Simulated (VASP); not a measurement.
# GaIr5 in VASP: single point with PBE

Aim: the single point of GaIr5 with PBE.

Everything below comes from runs of VASP 6.6.1. Logs are shortened: lines on timing, memory, paths and dates and some standing lists are left out, and cuts for length are marked.

## Step 1: The cell of the first run

The typed cell holds 12 atoms: a = 2.768 Å, b = 5.536 Å, c = 11.351 Å, α = 89.98°, β = 90.00°, γ = 90.00°.

## Step 2: Single point, PBE

INCAR reads:

```
ALGO = Fast ; EDIFF = 1E-7
ENCUT = 520 ; GGA = PE
ISIF = 2 ; ISMEAR = 0
LASPH = True ; LCHARG = True
LELF = True ; LREAL = False
LVHAR = True ; LWAVE = False
NBANDS = 70 ; NELM = 80
PREC = Accurate ; SIGMA = 0.2
```

KPOINTS reads:

```
k-points
0
Gamma
  8 4 2
```

POSCAR reads:

```
GaIr5
1.0
    2.7678772740      0.0000025146     -0.0000891723
    0.0000126355      5.5357688490      0.0009976971
   -0.0005221818      0.0015086930     11.3513918377
Ga Ir
2 10
Direct
    0.5000709438      0.2500073141     -0.0000022615
    0.4999483251      0.7499877573     -0.0000077712
    0.4999386221      0.2500788014      0.3316768681
    0.4999523035      0.7500832313      0.3316779275
    0.5000420782      0.2499149812      0.6683336735
    0.5000254975      0.7499036992      0.6683176503
   -0.0001136958      0.5002332674      0.1634526195
   -0.0001769003      0.0002187634      0.1634818435
    0.0001561608      0.4997886729      0.8365269397
    0.0002332243     -0.0002036299      0.8365381903
   -0.0000715651      0.4999993802      0.4999952468
   -0.0000049941     -0.0000122386      0.5000090733
```

Potentials or basis: VASP PAW PBE potentials, release 64 (Ga_d, Ir).

On the command line:

```
> cat potpaw_PBE.64/Ga_d/POTCAR potpaw_PBE.64/Ir/POTCAR > POTCAR
> mpirun -np 1 vasp_std > vasp.out
```

OUTCAR:

```text
EDIFF = 1E-7
   ENCUT = 520
   GGA = PE
   ISIF = 2
   ISMEAR = 0
   LASPH = True
   LREAL = False
   NELM = 80
   PREC = Accurate

 ion  position               nearest neighbor table
   1  0.500  0.250  1.000-   8 2.70   9 2.70   9 2.70   8 2.70   7 2.70  10 2.70  10 2.70   7 2.70
                             2 2.77   2 2.77
   2  0.500  0.750  1.000-  10 2.70   7 2.70   7 2.70  10 2.70   9 2.70   8 2.70   9 2.70   8 2.70
                             1 2.77   1 2.77
   3  0.500  0.250  0.332-   8 2.73   8 2.73   7 2.73   7 2.73  11 2.74  12 2.74  12 2.74  11 2.74
                             4 2.77   4 2.77
   4  0.500  0.750  0.332-   8 2.73   7 2.73   7 2.73   8 2.73  11 2.73  11 2.74  12 2.74  12 2.74
                             3 2.77   3 2.77
   5  0.500  0.250  0.668-   9 2.73  10 2.73   9 2.73  10 2.73  11 2.74  12 2.74  12 2.74  11 2.74
                             6 2.77   6 2.77
   6  0.500  0.750  0.668-  10 2.73   9 2.73   9 2.73  10 2.73  12 2.73  12 2.74  11 2.74  11 2.74
                             5 2.77   5 2.77
   7  1.000  0.500  0.163-   2 2.70   2 2.70   1 2.70   1 2.70   4 2.73   4 2.73   3 2.73   3 2.73
                             8 2.77   8 2.77
   8  1.000  0.000  0.163-   1 2.70   1 2.70   2 2.70   2 2.70   3 2.73   4 2.73   3 2.73   4 2.73
                             7 2.77   7 2.77
   9  0.000  0.500  0.837-   1 2.70   1 2.70   2 2.70   2 2.70   5 2.73   5 2.73   6 2.73   6 2.73
                            10 2.77  10 2.77
  10  0.000  1.000  0.837-   2 2.70   2 2.70   1 2.70   1 2.70   5 2.73   6 2.73   5 2.73   6 2.73
                             9 2.77   9 2.77
  11  1.000  0.500  0.500-   4 2.73   3 2.74   6 2.74   5 2.74   4 2.74   6 2.74   3 2.74   5 2.74
                            12 2.77  12 2.77
  12  1.000  1.000  0.500-   6 2.73   6 2.74   3 2.74   3 2.74   4 2.74   5 2.74   4 2.74   5 2.74
                            11 2.77  11 2.77

  LATTYP: Found a triclinic cell.
 ALAT       =     6.1891824958
 B/A-ratio  =     0.4472120958
 C/A-ratio  =     2.0402899349
 COS(alpha) =     0.0000717088
 COS(beta)  =     0.3918808448
 COS(gamma) =     0.4472149448

  Lattice vectors:

 A1 = (   2.7678899095,   5.5357713636,   0.0009085248)
 A2 = (   2.7678772740,   0.0000025146,  -0.0000891723)
 A3 = (   0.0005348173,   5.5342601560, -11.3503941406)

Analysis of symmetry for initial positions (statically):
=====================================================================
 Subroutine PRICEL returns:
 Original cell was already a primitive cell.

 Routine SETGRP: Setting up the symmetry group for a
 triclinic supercell.

 Subroutine GETGRP returns: Found  1 space group operations
 (whereof  1 operations were pure point group operations)
 out of a pool of  2 trial point group operations.

The static configuration has the point symmetry C_1 .

Analysis of symmetry for dynamics (positions and initial velocities):
=====================================================================
 Subroutine PRICEL returns:
 Original cell was already a primitive cell.

 Routine SETGRP: Setting up the symmetry group for a
 triclinic supercell.

 Subroutine GETGRP returns: Found  1 space group operations
 (whereof  1 operations were pure point group operations)
 out of a pool of  2 trial point group operations.

The dynamic configuration has the point symmetry C_1 .

 Subroutine INISYM returns: Found  1 space group operations
 (whereof  1 operations are pure point group operations),
 and found     1 'primitive' translations

----------------------------------------------------------------------------------------

                                     Primitive cell

  volume of cell :     173.9298

  direct lattice vectors                    reciprocal lattice vectors
     2.767877274  0.000002515 -0.000089172     0.361287695 -0.000000828  0.000016620
     0.000012635  5.535768849  0.000997697    -0.000000165  0.180643385 -0.000024009
    -0.000522182  0.001508693 11.351391838     0.000002838 -0.000015877  0.088094926

  length of vectors
     2.767877275  5.535768939 11.351391950     0.361287696  0.180643387  0.088094928

  position of ions in fractional coordinates (direct lattice)
     0.500070944  0.250007314  0.999997738
     0.499948325  0.749987757  0.999992229
     0.499938622  0.250078801  0.331676868
     0.499952304  0.750083231  0.331677928
     0.500042078  0.249914981  0.668333674
[... 26 lines left out ...]

Automatic generation of k-mesh.
 Grid dimensions read from file:
 generate k-points for:    8    4    2

 Generating k-lattice:

  Cartesian coordinates                     Fractional coordinates (reciprocal lattice)
     0.045160962 -0.000000103  0.000002077     0.125000000 -0.000000000  0.000000000
    -0.000000041  0.045160846 -0.000006002    -0.000000000  0.250000000 -0.000000000
     0.000001419 -0.000007939  0.044047463    -0.000000000  0.000000000  0.500000000

  Length of vectors
     0.045160962  0.045160847  0.044047464

  Shift w.r.t. Gamma in fractional coordinates (k-lattice)
     0.000000000  0.000000000  0.000000000

 Subroutine IBZKPT returns following result:
 ===========================================

 Found     36 irreducible k-points:

 Following reciprocal coordinates:
            Coordinates               Weight
  0.000000  0.000000  0.000000      1.000000
  0.125000 -0.000000 -0.000000      2.000000
  0.250000 -0.000000 -0.000000      2.000000
  0.375000 -0.000000  0.000000      2.000000
  0.500000 -0.000000 -0.000000      1.000000
 -0.000000  0.250000  0.000000      2.000000
[... 16 lines left out ...]
  0.500000 -0.000000  0.500000      1.000000
  0.000000  0.250000  0.500000      2.000000
 [... further k-points ...]
   k-points           NKPTS =     36   k-points in BZ     NKDIM =     36   number of bands    NBANDS=     70
   number of dos      NEDOS =    301   number of ions     NIONS =     12
   total plane-waves  NPLWV =  84672
   dimension x,y,z NGX =    24 NGY =   42 NGZ =   84
   dimension x,y,z NGXF=    48 NGYF=   84 NGZF=  168
   ions per type =               2  10
   NGX,Y,Z   is equivalent  to a cutoff of  14.42, 12.61, 12.30 a.u.
   NGXF,Y,Z  is equivalent  to a cutoff of  28.83, 25.23, 24.60 a.u.
 SYSTEM =  unknown system
   PREC   = accura    normal or accurate (medium, high low for compatibility)
   ISTART =      0    job   : 0-new  1-cont  2-samecut
   ICHARG =      2    charge: 1-file 2-atom 10-const
   ISPIN  =      1    spin polarized calculation?
   LNONCOLLINEAR =      F non collinear calculations
   LSORBIT =      F    spin-orbit coupling
   LASPH  =      T    aspherical Exc in radial PAW
   ENCUT  =  520.0 eV  38.22 Ry    6.18 a.u.   5.15 10.29 21.11*2*pi/ulx,y,z
   NELM   =     80;   NELMIN=  2; NELMDL= -5     # of ELM steps
   EDIFF  = 0.1E-06   stopping-criterion for ELM
   LREAL  =      F    real-space projection
   EDIFFG = 0.1E-05   stopping-criterion for IOM
   NSW    =      0    number of steps for IOM
   IBRION =     -1    ionic relax: 0-MD 1-quasi-New 2-CG
   NFREE  =      0    steps in history (QN), initial steepest desc. (CG)
   ISIF   =      2    stress and relaxation
   ISYM   =      2    0-nonsym 1-usesym 2-fastsym
   POTIM  = 0.5000    time-step for ionic-motion
   TEBEG  =    0.0;   TEEND  =   0.0 temperature during run
   PSTRESS=    0.0 pullay stress
   NELECT =     116.0000    total number of electrons
   NUPDOWN=      -1.0000    fix difference up-down
   EMIN   =  10.00;   EMAX   =-10.00  energy-range for DOS
   EFERMI =   0.00;   METHOD = LEGACY
   ISMEAR =     0;   SIGMA  =   0.20  broadening in eV -4-tet -1-fermi 0-gaus
   EFERMI_NEDOS =   21; number of points for ismear=-14 and -15
   IALGO  =     68    algorithm
   IMIX   =      4    mixing-type and parameters
     AMIX     =   0.40;   BMIX     =  1.00
     AMIX_MAG =   1.60;   BMIX_MAG =  1.00
  volume/ion in A,a.u.               =      14.49        97.81
  Fermi-wavevector in a.u.,A,eV,Ry     =   1.430330  2.702931 27.835390  2.045843
  Thomas-Fermi vector in A             =   2.550187
   LORBIT       =      0    0 simple, 1 ext, 2 COOP (PROOUT), +10 PAW based schemes
   GGA     = PE    functional components
   LHFCALC =     F    Hartree Fock is set to
   AEXX    =    0.0000 exact exchange contribution
   IVDW    =     0    specifies the selected vdW correction
   LEPSILON=     F    determine dielectric tensor
   LRPA    =     F    only Hartree local field effects (RPA)
 non-spin polarized calculation
 RMM-DIIS sequential band-by-band and
 Gauss-broadening in eV      SIGMA  =   0.20
  energy-cutoff  :      520.00
  volume of cell :      173.93
 maximum number of plane-waves:      4722
 NGX is ok and might be reduce to    24
   NGX = 11   NGY = 21   NGZ = 43

 number of electron     116.0000004 magnetization

 Free energy of the ion-electron system (eV)
  ---------------------------------------------------
  ext. energy  EPLUGINS =         0.00000000
  ---------------------------------------------------
  free energy    TOTEN  =       -95.01560771 eV

  energy without entropy =      -94.75769439  energy(sigma->0) =      -94.88665105

 E-fermi :   9.5806     XC(G=0): -13.6075

 val. band max:        9.5770381677   @ k =  -0.1250   0.2500   0.0000
 cond. band min:       9.5918546824   @ k =   0.5000  -0.0000  -0.0000
 fundamental gap:      0.0148165146
 Fermi energy:         9.5805902192

 k-point     1 :       0.0000    0.0000    0.0000
  band No.  band energies     occupation
      1      -5.8086      2.00000
      2      -5.6629      2.00000
      3      -5.6149      2.00000
      4      -5.5922      2.00000
      5      -5.4923      2.00000
      6      -5.3938      2.00000
[... 1741 lines left out ...]
     69      11.1961      0.00000
     70      11.5589      0.00000

 [... further k-points ...]
[... 5 lines left out ...]
  --------------------------------------------------------------------------------------
  -------------------------------------------------------------------------------------
  Total        0.5191323      0.5190307      0.5370463     -0.0004836     -0.0210220     -0.0001280
  in kB        4.7820566      4.7811211      4.9470741     -0.0044545     -0.1936469     -0.0011791
  external PRESSURE =       4.8367506 kB  Pullay stress =       0.0000000 kB

 VOLUME and BASIS-vectors are now :
 -----------------------------------------------------------------------------
  energy-cutoff  :      520.00
  volume of cell :      173.93
      direct lattice vectors                 reciprocal lattice vectors
     2.767877274  0.000002515 -0.000089172     0.361287695 -0.000000828  0.000016620
     0.000012635  5.535768849  0.000997697    -0.000000165  0.180643385 -0.000024009
    -0.000522182  0.001508693 11.351391838     0.000002838 -0.000015877  0.088094926

 POSITION                                       TOTAL-FORCE (eV/Angst)
 -----------------------------------------------------------------------------------
      1.38362      1.38549     11.35157        -0.000454     -0.000856      0.000521
      1.38328      4.15327     11.35201         0.000544      0.001140      0.000648
      1.38360      1.38488      3.76520        -0.000495      0.001115      0.007963
      1.38364      4.15279      3.76571        -0.000639      0.000117      0.007727
      1.38371      1.38448      7.58672         0.000448     -0.000601     -0.009706
      1.38367      4.15230      7.58704         0.001032      0.000444     -0.006913
      2.76748      2.76942      1.85582         0.000183     -0.002192     -0.024905
      2.76730      0.00146      1.85566         0.000956     -0.000878     -0.027354
      0.00000      2.76798      9.49624        -0.000871      0.001383      0.026386
      0.00022      5.53590      9.49687        -0.002075      0.000117      0.025921
      2.76742      2.76864      5.67605         0.001555     -0.000821      0.000507
      2.76761      5.53646      5.67671        -0.000185      0.001031     -0.000796
 -----------------------------------------------------------------------------------
    total drift:                                0.000001      0.000003      0.000017

  FREE ENERGIE OF THE ION-ELECTRON SYSTEM (eV)
  ---------------------------------------------------
  free  energy   TOTEN  =       -95.0156077147 eV

  energy  without entropy=      -94.7576943946  energy(sigma->0) =      -94.88665105
```

Run time: 43 min. Hardware: 1 thread of Intel Xeon 8259CL, shared host; peak memory 0.5 GiB.

What came out:

| Item | Value |
| --- | --- |
| Free energy | -95.0156 eV |
| Pressure | 0.5 GPa |
| Largest force | 0.027 eV/Å |
| Band gap on the k mesh | zero (bands 58 and 59 overlap by 1.63 eV) |

Forces on the atoms (eV/Å):
```
Ga   0.000 -0.001  0.001
Ga   0.001  0.001  0.001
Ir   0.000  0.001  0.008
Ir  -0.001  0.000  0.008
Ir   0.000 -0.001 -0.010
Ir   0.001  0.000 -0.007
Ir   0.000 -0.002 -0.025
Ir   0.001 -0.001 -0.027
Ir  -0.001  0.001  0.026
Ir  -0.002  0.000  0.026
Ir   0.002 -0.001  0.001
Ir   0.000  0.001 -0.001
```

Caveat: spin-orbit coupling is left out, which moves the levels of the heavy elements.
